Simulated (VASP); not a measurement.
# Ag (P6_3/mmc) in VASP: a series of runs

Runs on Ag. Level: PBEsol. Tasks: single point.

All numbers are computed with VASP 6.6.1; they aren't measurements. Logs are shortened: lines on timing, memory, paths and dates and some standing lists are left out, and cuts for length are marked.

### 1 The cell of the first run

It takes space group P6_3/mmc (No. 194, hexagonal). The conventional cell has a = 3.047 Å, b = 3.047 Å, c = 4.790 Å, α = 90.00°, β = 90.00°, γ = 120.00°. Within 3.9 Å of Ag (site symmetry -6m2) lie 12 Ag at 2.97 to 3.05 Å.

This isn't the form of Ag at room conditions, which is fcc.

### 2 Single point, PBEsol (strain +0.040 along x and y, +0.000 along z)

The input, INCAR:

```
SYSTEM = Ag
ALGO = Fast
EDIFF = 1E-6
ENCUT = 520
GGA = PS
ISIF = 2
ISMEAR = 0
LASPH = .TRUE.
LCHARG = .FALSE.
LREAL = .FALSE.
LWAVE = .FALSE.
NBANDS = 18
NELM = 60
PREC = Accurate
SIGMA = 0.15
```

The input, KPOINTS:

```
k-points
0
G
  18 18 10
  0 0 0
```

The input, POSCAR:

```
Ag
1.0
    3.0471980036      0.0000000000      0.0000000000
   -1.5235990018      2.6389508815      0.0000000000
    0.0000000000      0.0000000000      4.7900000000
Ag
2
Direct
    0.3333333333      0.6666666667      0.2500000000
    0.6666666667      0.3333333333      0.7500000000
```

Potentials or basis: VASP PAW PBE potentials, release 64 (Ag).

The run is started by

```console
> cat potpaw_PBE.64/Ag/POTCAR > POTCAR
> mpirun -np 1 vasp_std > vasp.out
```

OUTCAR:

```text
SYSTEM = Ag
   EDIFF = 1E-6
   ENCUT = 520
   GGA = PS
   ISIF = 2
   ISMEAR = 0
   LASPH = .TRUE.
   LREAL = .FALSE.
   NELM = 60
   PREC = Accurate

 ion  position               nearest neighbor table
   1  0.333  0.667  0.250-   2 2.97   2 2.97   2 2.97   2 2.97   2 2.97   2 2.97
   2  0.667  0.333  0.750-   1 2.97   1 2.97   1 2.97   1 2.97   1 2.97   1 2.97

  LATTYP: Found a hexagonal cell.
 ALAT       =     3.0471980036
 C/A-ratio  =     1.5719359209

  Lattice vectors:

 A1 = (   3.0471980036,   0.0000000000,   0.0000000000)
 A2 = (  -1.5235990018,   2.6389508815,   0.0000000000)
 A3 = (   0.0000000000,   0.0000000000,   4.7900000000)

Analysis of symmetry for initial positions (statically):
=====================================================================
 Subroutine PRICEL returns:
 Original cell was already a primitive cell.

 Routine SETGRP: Setting up the symmetry group for a
 hexagonal supercell.

 Subroutine GETGRP returns: Found 24 space group operations
 (whereof 12 operations were pure point group operations)
 out of a pool of 24 trial point group operations.

The static configuration has the point symmetry D_3d.
 The point group associated with its full space group is D_6h.

Analysis of symmetry for dynamics (positions and initial velocities):
=====================================================================
 Subroutine PRICEL returns:
 Original cell was already a primitive cell.

 Routine SETGRP: Setting up the symmetry group for a
 hexagonal supercell.

 Subroutine GETGRP returns: Found 24 space group operations
 (whereof 12 operations were pure point group operations)
 out of a pool of 24 trial point group operations.

The dynamic configuration has the point symmetry D_3d.
 The point group associated with its full space group is D_6h.

 Subroutine INISYM returns: Found 24 space group operations
 (whereof 12 operations are pure point group operations),
 and found     1 'primitive' translations

----------------------------------------------------------------------------------------

                                     Primitive cell

  volume of cell :      38.5183

  direct lattice vectors                    reciprocal lattice vectors
     3.047198004  0.000000000  0.000000000     0.328170338  0.189469233  0.000000000
    -1.523599002  2.638950882  0.000000000     0.000000000  0.378938466  0.000000000
     0.000000000  0.000000000  4.790000000     0.000000000  0.000000000  0.208768267

  length of vectors
     3.047198004  3.047198004  4.790000000     0.378938466  0.378938466  0.208768267

  position of ions in fractional coordinates (direct lattice)
     0.333333333  0.666666667  0.250000000
     0.666666667  0.333333333  0.750000000

  ion indices of the primitive-cell ions
   primitive index   ion index
                 1           1
                 2           2

----------------------------------------------------------------------------------------

 KPOINTS: k-points

Automatic generation of k-mesh.
 Grid dimensions read from file:
 generate k-points for:   18   18   10

 Generating k-lattice:

  Cartesian coordinates                     Fractional coordinates (reciprocal lattice)
     0.018231685  0.010526069  0.000000000     0.055555556  0.000000000  0.000000000
     0.000000000  0.021052137  0.000000000     0.000000000  0.055555556  0.000000000
     0.000000000  0.000000000  0.020876827     0.000000000  0.000000000  0.100000000

  Length of vectors
     0.021052137  0.021052137  0.020876827

  Shift w.r.t. Gamma in fractional coordinates (k-lattice)
     0.000000000  0.000000000  0.000000000

 Subroutine IBZKPT returns following result:
 ===========================================

 Found    222 irreducible k-points:

 Following reciprocal coordinates:
            Coordinates               Weight
  0.000000  0.000000  0.000000      1.000000
  0.055556  0.000000  0.000000      6.000000
  0.111111  0.000000  0.000000      6.000000
  0.166667 -0.000000  0.000000      6.000000
  0.222222  0.000000  0.000000      6.000000
  0.277778  0.000000  0.000000      6.000000
[... 16 lines left out ...]
  0.333333  0.111111  0.000000     12.000000
  0.388889  0.111111  0.000000     12.000000
 [... further k-points ...]
   k-points           NKPTS =    222   k-points in BZ     NKDIM =    222   number of bands    NBANDS=     18
   number of dos      NEDOS =    301   number of ions     NIONS =      2
   total plane-waves  NPLWV =  20736
   dimension x,y,z NGX =    24 NGY =   24 NGZ =   36
   dimension x,y,z NGXF=    48 NGYF=   48 NGZF=   72
   ions per type =               2
   NGX,Y,Z   is equivalent  to a cutoff of  13.09, 13.09, 12.49 a.u.
   NGXF,Y,Z  is equivalent  to a cutoff of  26.19, 26.19, 24.99 a.u.
 SYSTEM =  Ag
   PREC   = accura    normal or accurate (medium, high low for compatibility)
   ISTART =      0    job   : 0-new  1-cont  2-samecut
   ICHARG =      2    charge: 1-file 2-atom 10-const
   ISPIN  =      1    spin polarized calculation?
   LNONCOLLINEAR =      F non collinear calculations
   LSORBIT =      F    spin-orbit coupling
   LASPH  =      T    aspherical Exc in radial PAW
   ENCUT  =  520.0 eV  38.22 Ry    6.18 a.u.   5.67  5.67  8.91*2*pi/ulx,y,z
   NELM   =     60;   NELMIN=  2; NELMDL= -5     # of ELM steps
   EDIFF  = 0.1E-05   stopping-criterion for ELM
   LREAL  =      F    real-space projection
   EDIFFG = 0.1E-04   stopping-criterion for IOM
   NSW    =      0    number of steps for IOM
   IBRION =     -1    ionic relax: 0-MD 1-quasi-New 2-CG
   NFREE  =      0    steps in history (QN), initial steepest desc. (CG)
   ISIF   =      2    stress and relaxation
   ISYM   =      2    0-nonsym 1-usesym 2-fastsym
   POTIM  = 0.5000    time-step for ionic-motion
   TEBEG  =    0.0;   TEEND  =   0.0 temperature during run
   PSTRESS=    0.0 pullay stress
   NELECT =      22.0000    total number of electrons
   NUPDOWN=      -1.0000    fix difference up-down
   EMIN   =  10.00;   EMAX   =-10.00  energy-range for DOS
   EFERMI =   0.00;   METHOD = LEGACY
   ISMEAR =     0;   SIGMA  =   0.15  broadening in eV -4-tet -1-fermi 0-gaus
   EFERMI_NEDOS =   21; number of points for ismear=-14 and -15
   IALGO  =     68    algorithm
   IMIX   =      4    mixing-type and parameters
     AMIX     =   0.40;   BMIX     =  1.00
     AMIX_MAG =   1.60;   BMIX_MAG =  1.00
  volume/ion in A,a.u.               =      19.26       129.97
  Fermi-wavevector in a.u.,A,eV,Ry     =   1.358292  2.566800 25.102176  1.844958
  Thomas-Fermi vector in A             =   2.485138
   LORBIT       =      0    0 simple, 1 ext, 2 COOP (PROOUT), +10 PAW based schemes
   GGA     = PS    functional components
   LHFCALC =     F    Hartree Fock is set to
   AEXX    =    0.0000 exact exchange contribution
   IVDW    =     0    specifies the selected vdW correction
   LEPSILON=     F    determine dielectric tensor
   LRPA    =     F    only Hartree local field effects (RPA)
 non-spin polarized calculation
 RMM-DIIS sequential band-by-band and
 Gauss-broadening in eV      SIGMA  =   0.15
  energy-cutoff  :      520.00
  volume of cell :       38.52
 maximum number of plane-waves:      1085
 NGX is ok and might be reduce to    24
   NGX = 11   NGY = 11   NGZ = 17

 number of electron      21.9999998 magnetization

 Free energy of the ion-electron system (eV)
  ---------------------------------------------------
  ext. energy  EPLUGINS =         0.00000000
  ---------------------------------------------------
  free energy    TOTEN  =        -6.38973466 eV

  energy without entropy =       -6.38386570  energy(sigma->0) =       -6.38680018

 E-fermi :   6.6561     XC(G=0): -11.6978

 val. band max:        6.6092912560   @ k =   0.2778   0.0000   0.3000
 cond. band min:       6.6653351587   @ k =   0.5000   0.0000   0.0000
 fundamental gap:      0.0560439027
 Fermi energy:         6.6560830893

 k-point     1 :       0.0000    0.0000    0.0000
  band No.  band energies     occupation
      1      -0.3222      2.00000
      2       0.9948      2.00000
      3       2.3693      2.00000
      4       2.3693      2.00000
      5       2.4177      2.00000
      6       2.5884      2.00000
[... 10 lines left out ...]
     17      23.7336      0.00000
     18      24.3520      0.00000

 k-point     2 :       0.0556    0.0000    0.0000
  band No.  band energies     occupation
      1      -0.2469      2.00000
      2       1.0338      2.00000
      3       2.2862      2.00000
      4       2.4050      2.00000
      5       2.4980      2.00000
      6       2.5771      2.00000
[... 10 lines left out ...]
     17      24.0976      0.00000
     18      24.3910      0.00000

 k-point     3 :       0.1111    0.0000    0.0000
  band No.  band energies     occupation
      1      -0.0267      2.00000
      2       1.1398      2.00000
      3       2.1788      2.00000
      4       2.5095      2.00000
      5       2.5343      2.00000
      6       2.6031      2.00000
[... 10 lines left out ...]
     17      24.4137      0.00000
     18      24.5518      0.00000

 k-point     4 :       0.1667   -0.0000    0.0000
  band No.  band energies     occupation
      1       0.3163      2.00000
      2       1.2736      2.00000
      3       2.0889      2.00000
      4       2.4168      2.00000
      5       2.5004      2.00000
      6       2.5643      2.00000
[... 10 lines left out ...]
     17      23.3772      0.00000
     18      24.3749      0.00000

 k-point     5 :       0.2222    0.0000    0.0000
  band No.  band energies     occupation
      1       0.7257      2.00000
      2       1.3594      2.00000
      3       2.0837      2.00000
      4       2.1602      2.00000
      5       2.4687      2.00000
      6       2.4935      2.00000
[... 10 lines left out ...]
     17      21.9474      0.00000
     18      22.8234      0.00000

 k-point     6 :       0.2778    0.0000    0.0000
  band No.  band energies     occupation
      1       1.0767      2.00000
      2       1.3432      2.00000
      3       1.8934      2.00000
      4       2.2433      2.00000
      5       2.3746      2.00000
      6       2.5429      2.00000
[... 10 lines left out ...]
     17      20.7340      0.00000
     18      21.9369      0.00000

 k-point     7 :       0.3333   -0.0000    0.0000
  band No.  band energies     occupation
      1       1.2037      2.00000
      2       1.3160      2.00000
      3       1.6615      2.00000
      4       2.2916      2.00000
      5       2.5280      2.00000
      6       2.6473      2.00000
[... 10 lines left out ...]
     17      19.2114      0.00000
     18      21.9291      0.00000

 k-point     8 :       0.3889   -0.0000    0.0000
  band No.  band energies     occupation
      1       1.1401      2.00000
      2       1.3412      2.00000
      3       1.4865      2.00000
      4       2.2272      2.00000
      5       2.6875      2.00000
      6       2.6959      2.00000
[... 10 lines left out ...]
     17      17.9641      0.00000
     18      22.0110      0.00000
[... 229 lines left out ...]
     17      23.2802      0.00000
     18      23.7438      0.00000

 k-point    20 :       0.1667    0.1111    0.0000
  band No.  band energies     occupation
      1       0.9096      2.00000
      2       1.4611      2.00000
      3       1.9400      2.00000
      4       2.0952      2.00000
      5       2.3814      2.00000
      6       2.5023      2.00000
[... 10 lines left out ...]
     17      22.6243      0.00000
     18      22.8892      0.00000

 k-point    21 :       0.2222    0.1111    0.0000
  band No.  band energies     occupation
      1       1.2517      2.00000
      2       1.4577      2.00000
      3       1.8485      2.00000
      4       2.0378      2.00000
      5       2.3048      2.00000
      6       2.5523      2.00000
[... 10 lines left out ...]
     17      20.8989      0.00000
     18      22.1906      0.00000

 k-point    22 :       0.2778    0.1111    0.0000
  band No.  band energies     occupation
      1       1.3637      2.00000
      2       1.4251      2.00000
      3       1.6355      2.00000
      4       2.2450      2.00000
      5       2.3050      2.00000
      6       2.6443      2.00000
[... 10 lines left out ...]
     17      19.3390      0.00000
     18      21.6484      0.00000

 k-point    23 :       0.3333    0.1111    0.0000
  band No.  band energies     occupation
      1       1.2766      2.00000
      2       1.4594      2.00000
      3       1.4748      2.00000
      4       2.2037      2.00000
      5       2.5776      2.00000
      6       2.6646      2.00000
[... 10 lines left out ...]
     17      18.0942      0.00000
     18      21.2588      0.00000

 k-point    24 :       0.3889    0.1111    0.0000
  band No.  band energies     occupation
      1       1.2139      2.00000
      2       1.3755      2.00000
      3       1.4571      2.00000
      4       2.1805      2.00000
      5       2.6163      2.00000
      6       2.7544      2.00000
[... 10 lines left out ...]
     17      17.0279      0.00000
     18      21.0235      0.00000

 [... further k-points ...]
[... 5 lines left out ...]
  --------------------------------------------------------------------------------------
  -------------------------------------------------------------------------------------
  Total       -2.8351460     -2.8351460     -2.3266123      0.0000000      0.0000000      0.0000000
  in kB     -117.9284314   -117.9284314    -96.7758748      0.0000000      0.0000000      0.0000000
  external PRESSURE =    -110.8775792 kB  Pullay stress =       0.0000000 kB

 VOLUME and BASIS-vectors are now :
 -----------------------------------------------------------------------------
  energy-cutoff  :      520.00
  volume of cell :       38.52
      direct lattice vectors                 reciprocal lattice vectors
     3.047198004  0.000000000  0.000000000     0.328170338  0.189469233  0.000000000
    -1.523599002  2.638950882  0.000000000     0.000000000  0.378938466  0.000000000
     0.000000000  0.000000000  4.790000000     0.000000000  0.000000000  0.208768267

 POSITION                                       TOTAL-FORCE (eV/Angst)
 -----------------------------------------------------------------------------------
     -0.00000      1.75930      1.19750        -0.000000      0.000000      0.000000
      1.52360      0.87965      3.59250         0.000000     -0.000000      0.000000
 -----------------------------------------------------------------------------------
    total drift:                               -0.000000      0.000000     -0.000000

  FREE ENERGIE OF THE ION-ELECTRON SYSTEM (eV)
  ---------------------------------------------------
  free  energy   TOTEN  =        -6.3897346649 eV

  energy  without entropy=       -6.3838657018  energy(sigma->0) =       -6.38680018
```

Run time: 84 s. Hardware: 1 thread of Intel Xeon 8259CL, shared host; peak memory 0.25 GiB.

Results:

```yaml
Free_energy: -6.3897 eV
Pressure: -11.1 GPa
Band_gap_on_the_k_mesh: zero (bands 11 and 12 overlap by 6.84 eV)
```

Stress tensor (GPa, compression positive):
```
-11.79   0.00   0.00
  0.00 -11.79   0.00
  0.00   0.00  -9.68
```

Levels at points of the mesh, in eV from the Fermi level:
```
           k point  band 9  band 10  band 11  band 12  band 13  band 14
(0.00, 0.00, 0.00)   -3.93    -2.98    -2.98     0.12     3.43    14.95
(0.50, 0.00, 0.00)   -2.83    -2.78     0.01     1.08     6.56     6.76
(0.00, 0.00, 0.50)   -3.24    -3.24    -3.24    -3.24    11.00    11.00
(0.50, 0.00, 0.50)   -2.87    -2.87     0.81     0.81     3.83     3.83
```

Caveat: the cell differs from its parent crystal (strain +0.040 along x and y, +0.000 along z); the cell stands under tension; the PAW data sets were made with another functional, which shifts forces and pressure a little.

### 3 Single point, PBEsol (strain +0.080 along x and y, +0.000 along z)

The input, INCAR:

```
SYSTEM = Ag
ALGO = Fast ; EDIFF = 1E-7
ENCUT = 520 ; GGA = PS
ISIF = 2 ; ISMEAR = 0
LASPH = .True. ; LCHARG = .True.
LELF = .True. ; LREAL = .False.
LVHAR = .True. ; LWAVE = .False.
NBANDS = 18 ; NELM = 60
PREC = Accurate ; SIGMA = 0.15
```

The input, KPOINTS:

```
k-points
0
Gamma
  18 18 10
  0 0 0
```

The input, POSCAR:

```
Ag
1.0
    3.1643979269      0.0000000000      0.0000000000
   -1.5821989634      2.7404489923      0.0000000000
    0.0000000000      0.0000000000      4.7900000000
Ag
2
Direct
    0.3333333333      0.6666666667      0.2500000000
    0.6666666667      0.3333333333      0.7500000000
```

Potentials or basis: VASP PAW PBE potentials, release 64 (Ag).

The run is started by

```console
> cat potpaw_PBE.64/Ag/POTCAR > POTCAR
> mpirun -np 1 vasp_std > vasp.out
```

It took 95 s on 1 thread of Intel Xeon 8259CL, shared host; peak memory 0.26 GiB.

The run converged. Its results:

```yaml
Free_energy: -6.1411 eV
Pressure: -13.4 GPa
Band_gap_on_the_k_mesh: zero (bands 11 and 12 overlap by 6.47 eV)
```

Stress tensor (GPa, compression positive):
```
-14.28   0.00   0.00
  0.00 -14.28   0.00
  0.00   0.00 -11.71
```

Levels at points of the mesh, in eV from the Fermi level:
```tsv
k point	band 8	band 9	band 10	band 11	band 12	band 13	band 14	band 15
(0.00, 0.00, 0.00)	-3.89	-3.89	-2.96	-2.96	0.53	3.52	14.37	14.83
(0.50, 0.00, 0.00)	-3.03	-2.88	-2.75	-0.08	0.75	6.51	6.59	8.18
(0.00, 0.00, 0.50)	-3.78	-3.18	-3.18	-3.18	-3.18	11.20	11.20	14.67
(0.50, 0.00, 0.50)	-3.00	-2.93	-2.93	0.84	0.84	3.39	3.39	11.53
```

Caveat: the cell differs from its parent crystal (strain +0.080 along x and y, +0.000 along z); the cell stands under tension; the PAW data sets were made with another functional, which shifts forces and pressure a little.

### 4 Single point, PBEsol (strain +0.040 along x and y, +0.080 along z)

The input, INCAR:

```
SYSTEM = Ag
PREC = Accurate
ENCUT = 520
EDIFF = 1E-6
ISMEAR = 0
SIGMA = 0.15
LREAL = .False.
LASPH = .True.
NELM = 80
ALGO = Fast
ISIF = 2
LWAVE = .False.
LCHARG = .False.
GGA = PS
NBANDS = 18
```

The input, KPOINTS:

```
Automatic mesh
0
Gamma
  18 18 10
  0 0 0
```

The input, POSCAR:

```
Ag
1.0
    3.0471980036      0.0000000000      0.0000000000
   -1.5235990018      2.6389508815      0.0000000000
    0.0000000000      0.0000000000      5.1732000000
Ag
2
Direct
    0.3333333333      0.6666666667      0.2500000000
    0.6666666667      0.3333333333      0.7500000000
```

The run is started by

```console
> cat potpaw_PBE.64/Ag/POTCAR > POTCAR
> mpirun -np 1 vasp_std > vasp.out
```

Run time: 92 s. Hardware: 1 thread of Intel Xeon 8259CL, shared host; peak memory 0.26 GiB.

Results (log left out):

```yaml
Free_energy: -6.1515 eV
Pressure: -13.7 GPa
Band_gap_on_the_k_mesh: zero (bands 11 and 12 overlap by 6.94 eV)
```

Stress tensor (GPa, compression positive):
```
-13.33   0.00   0.00
  0.00 -13.33   0.00
  0.00   0.00 -14.35
```

Levels at points of the mesh, in eV from the Fermi level:
```csv
k point,band 7,band 8,band 9,band 10,band 11,band 12,band 13,band 14,band 15,band 16
"(0.00, 0.00, 0.00)",-3.94,-3.56,-3.56,-2.94,-2.94,-0.15,2.17,15.26,15.78,16.56
"(0.50, 0.00, 0.00)",-3.32,-2.85,-2.78,-2.70,0.29,1.28,5.78,6.22,7.48,8.99
"(0.00, 0.00, 0.50)",-3.90,-3.90,-3.16,-3.16,-3.16,-3.16,8.95,8.95,15.56,15.56
"(0.50, 0.00, 0.50)",-2.96,-2.96,-2.73,-2.73,1.01,1.01,3.64,3.64,12.30,12.30
```

Caveat: the cell differs from its parent crystal (strain +0.040 along x and y, +0.080 along z); the cell stands under tension; the PAW data sets were made with another functional, which shifts forces and pressure a little.

### 5 The runs side by side

| cell | further INCAR settings | gap on the mesh (eV) | pressure (GPa) |
| --- | --- | --- | --- |
| a = 3.047, b = 3.047, c = 4.790 Å, angles 90.0, 90.0, 120.0°, 2 atoms | ALGO = Fast; EDIFF = 1e-06; NBANDS = 18 | none | -11.1 |
| a = 3.164, b = 3.164, c = 4.790 Å, angles 90.0, 90.0, 120.0°, 2 atoms | ALGO = Fast; EDIFF = 1e-07; NBANDS = 18 | none | -13.4 |
| a = 3.047, b = 3.047, c = 5.173 Å, angles 90.0, 90.0, 120.0°, 2 atoms | ALGO = Fast; EDIFF = 1e-06; NBANDS = 18 | none | -13.7 |

Alike in all rows: task single point; level PBEsol; potentials or basis VASP PAW PBE potentials, release 64 (Ag); no spin polarisation; k mesh 18 × 18 × 10; cutoff (eV) 520; smearing gaussian 0.15 eV.

Caveats: the cell stands under tension; the PAW data sets were made with another functional, which shifts forces and pressure a little.

Absolute energies hang on the potentials; compare differences alone.
